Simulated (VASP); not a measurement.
## GeW: single point with PBE

GeW:

```
CELL_PARAMETERS angstrom
6.06372 0.00000 0.00000
0.00000 3.26923 0.00000
0.00000 0.00000 6.61961
ATOMIC_POSITIONS crystal
Ge 0.16916 0.25000 0.56213
Ge 0.33084 0.75000 0.06213
Ge 0.83084 0.75000 0.43787
Ge 0.66916 0.25000 0.93787
W 0.50633 0.25000 0.32961
W 0.99367 0.75000 0.82961
W 0.49367 0.75000 0.67039
W 0.00633 0.25000 0.17039
```

```json
{
 "Program": "VASP 6.6.1",
 "Task": "single point",
 "Functional": "PBE",
 "Potentials or basis": "VASP PAW PBE potentials, release 64 (Ge_d, W_sv)",
 "Cutoff": "500 eV",
 "k mesh": "3 × 5 × 3",
 "Occupations": "gaussian, width 0.2 eV",
 "Spin": "no spin polarisation",
 "Dipole correction": "no",
 "Further INCAR settings": "ALGO = Normal; EDIFF = 1e-06; NBANDS = 66"
}
```

The pressure is 0.3 GPa, the largest force is 0.025 eV/Å and the band gap on the k mesh is zero (bands 56 and 57 overlap by 0.19 eV).

Forces on the atoms (eV/Å):
```
Ge  -0.024  0.000  0.004
Ge   0.024  0.000  0.004
Ge   0.024  0.000 -0.004
Ge  -0.024  0.000 -0.004
W   -0.016  0.000  0.009
W    0.016  0.000  0.009
W    0.016  0.000 -0.009
W   -0.016  0.000 -0.009
```

Stress tensor (GPa, compression positive):
```
0.60 0.00 0.00
0.00 0.15 0.00
0.00 0.00 0.17
```

Levels at points of the mesh, in eV from the Fermi level:
```csv
k point,band 53,band 54,band 55,band 56,band 57,band 58,band 59,band 60
"(0.00, 0.00, 0.00)",-1.31,-0.09,0.08,0.09,0.45,0.62,1.11,1.48
```

Run time: 2.8 min on 1 thread of Intel Xeon 8259CL (shared host), peak memory 0.26 GiB.

Caveat: the k points lie up to 0.38 Å⁻¹ apart; spin-orbit coupling is left out, which moves the levels of the heavy elements.
